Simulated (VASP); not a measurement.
## Ge: single point with LDA

The system is Ge, a slab with vacuum.

```
CELL_PARAMETERS angstrom
4.08500 0.00000 0.00000
-2.04250 3.53771 0.00000
0.00000 0.00000 28.00000
ATOMIC_POSITIONS crystal
Ge 0.33333 0.66667 0.50255
Ge 0.66667 0.33333 0.49745
```

| Quantity | Value |
| --- | --- |
| Program | VASP 6.6.1 |
| Task | single point |
| Functional | LDA |
| Potentials or basis | VASP PAW LDA potentials, release 64 (Ge_d) |
| Cutoff | 520 eV |
| k mesh | 12 × 12 × 1 |
| Occupations | gaussian, width 0.1 eV |
| Spin | no spin polarisation |
| Dipole correction | yes |
| Further INCAR settings | ALGO = Normal; EDIFF = 1e-06; NBANDS = 21 |

- Largest force: 0.290 eV/Å
- Band gap on the k mesh: zero (band 14 reaches -3.55 eV, above the bottom of band 15 at -4.97 eV)

Forces in eV/Å, atoms in the order of the input:
```
Ge   0.000  0.000  0.290
Ge   0.000  0.000 -0.290
```

Levels at points of the mesh, in eV from the Fermi level:
```tsv
k point	band 11	band 12	band 13	band 14	band 15	band 16	band 17	band 18
(0.00, 0.00, 0.00)	-11.85	-2.74	-1.38	-1.38	-1.12	3.36	3.36	3.40
(0.50, 0.00, 0.00)	-9.86	-8.03	-2.87	-0.70	0.54	1.09	6.17	6.54
```

Wall time 4.3 min on 1 thread of AMD EPYC 7R43 64-Core Processor (Zen 3), on a shared host, peak memory 0.36 GiB.
